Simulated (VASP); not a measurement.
Wanted: the native input for a VASP 6.6.1 run.

```yaml
Task: single point
Functional: LDA
Potentials_or_basis: VASP PAW LDA potentials, release 64 (Be, S)
Cutoff: 600 eV
k_mesh: 6 × 6 × 6
Occupations: gaussian, width 0.1 eV
Spin: no spin polarisation
Dipole_correction: no
Further_INCAR_settings: ALGO = Normal; EDIFF = 1e-06; NBANDS = 11
```

The structure of BeS (lda) lies in POSCAR:

```
BeS
1.0
    0.0000000000      2.4351516500      2.4351516500
    2.4351516500      0.0000000000      2.4351516500
    2.4351516500      2.4351516500      0.0000000000
Be S
1 1
Direct
    0.0000000000      0.0000000000      0.0000000000
    0.2500000000      0.2500000000      0.2500000000
```

The input as run:

INCAR

```
PREC = Accurate
ENCUT = 600
EDIFF = 1E-6
ISMEAR = 0
SIGMA = 0.1
LREAL = False
LASPH = True
NELM = 120
ALGO = Normal
ISIF = 2
LWAVE = False
LCHARG = False
NBANDS = 11
GGA_COMPAT = False
```

KPOINTS

```
regular mesh
0
Gamma
  6 6 6
```

Potentials or basis: VASP PAW LDA potentials, release 64 (Be, S).

Command:

```bash
$ cat potpaw_LDA.64/Be/POTCAR potpaw_LDA.64/S/POTCAR > POTCAR
$ mpirun -np 1 vasp_std > vasp.out
```

Results of the run:

- Pressure: -4.2 GPa
- Band gap on the k mesh: 2.93 eV, indirect (least direct gap 5.55 eV)

Wall time 5.2 s on 1 thread of Intel Xeon 6975P-C, on a shared host, peak memory 0.13 GiB.
